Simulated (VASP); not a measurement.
Write the native input for VASP 6.6.1 that does the following.

```
Task                   : single point
Functional             : PBEsol
Potentials or basis    : VASP PAW PBE potentials, release 64 (Ti_sv, Al)
Cutoff                 : 520 eV
k mesh                 : 9 × 6 × 6
Occupations            : fermi-dirac, width 0.05 eV
Spin                   : no spin polarisation
Dipole correction      : no
Further INCAR settings : ALGO = Normal; EDIFF = 1e-07; NBANDS = 18
```

The structure of TiAl3 lies in POSCAR:

```
TiAl3
1.0
    2.6353685856      0.0000000000      0.0000000000
    0.0000000000      4.4533990436      0.0000000000
    0.0000000000      0.0000000000      4.6924169183
Ti Al
1 3
Direct
    0.0000000000      0.5000000000      0.1625002856
    0.0000000000      0.0000000000      0.8400481571
    0.5000000000      0.0000000000      0.3357417481
    0.5000000000      0.5000000000      0.6617088092
```

These files were run (other wordings do the same):

INCAR

```
ALGO = Normal
EDIFF = 1E-7
ENCUT = 520
GGA = PS
ISIF = 2
ISMEAR = -1
LASPH = True
LCHARG = False
LREAL = False
LWAVE = False
NBANDS = 18
NELM = 100
PREC = Accurate
SIGMA = 0.05
```

KPOINTS

```
k-points
0
Gamma
  9 6 6
```

Potentials or basis: VASP PAW PBE potentials, release 64 (Ti_sv, Al).

Command:

```sh
$ cat potpaw_PBE.64/Ti_sv/POTCAR potpaw_PBE.64/Al/POTCAR > POTCAR
$ mpirun -np 1 vasp_std > vasp.out
```

It gave:

```json
{"Pressure": "20.1 GPa"}
```

Caveat: the PAW data sets were made with another functional, which shifts forces and pressure a little.

Wall time 68 s on 1 thread of Intel(R) Xeon(R) Platinum 8259CL CPU @ 2.50GHz (Skylake/Cascade Lake), with other jobs on the host, peak memory 0.21 GiB.
